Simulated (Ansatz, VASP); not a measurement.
**One calculation of WS2, two programs**

```
CELL_PARAMETERS angstrom
1.62637 0.93899 6.16333
-1.62637 0.93899 6.16333
0.00000 -1.87797 6.16333
ATOMIC_POSITIONS crystal
W 0.00000 0.00000 0.00000
S 0.75030 0.75030 0.75030
S 0.58100 0.58100 0.58100
```

Change from the starting cell: equal xx and yy strain of +3 %.

Alike in both runs: task single point; functional LDA; k mesh 13 × 13 × 13; occupations fermi-dirac, width 0.08 eV; no spin polarisation.

|  | VASP | Ansatz |
| --- | --- | --- |
| version | VASP 6.6.1 | Ansatz 0.2.0 |
| potentials or method | VASP PAW LDA potentials, release 64 (W_sv, S), cutoff 520 eV | all-electron LAPW, scalar-relativistic |

```csv
,VASP,Ansatz,Ansatz less VASP
pressure (GPa),-11.4,-11.7,-0.25
"traceless stress, the component that is largest in VASP (GPa)",3.03,2.99,-0.038
rms of the force components (eV/Å),0.439,0.454,+0.0150
```

LDA's correlation is that of Perdew and Zunger in VASP and of Perdew and Wang (1992) in Ansatz. Atom by atom the forces differ by 0.017 eV/Å (rms over components). Ansatz ran all-electron here, and VASP with PAW potentials.

Neither program's run includes spin-orbit coupling.
